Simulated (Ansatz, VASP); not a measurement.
# One calculation of In, two programs

```
In
1.0
    -1.62615    1.62615    2.47395
     1.62615   -1.62615    2.47395
     1.62615    1.62615   -2.47395
In
1
Direct
  0.00000 0.00000 0.00000
```

Alike in both runs: task single point; functional LDA; k mesh 14 × 14 × 14; occupations fermi-dirac, width 0.05 eV; no spin polarisation.

|  | VASP | Ansatz |
| --- | --- | --- |
| version | VASP 6.6.1 | Ansatz 0.2.0 |
| potentials or method | VASP PAW LDA potentials, release 64 (In_d), cutoff 520 eV | all-electron LAPW, scalar-relativistic |

```tsv
	VASP	Ansatz	Ansatz less VASP
pressure (GPa)	-2.7	-2.7	+0.01
traceless stress, the component that is largest in VASP (GPa)	0.29	0.28	-0.006
```

LDA's correlation is that of Perdew and Zunger in VASP and of Perdew and Wang (1992) in Ansatz. Ansatz ran all-electron here, and VASP with PAW potentials.
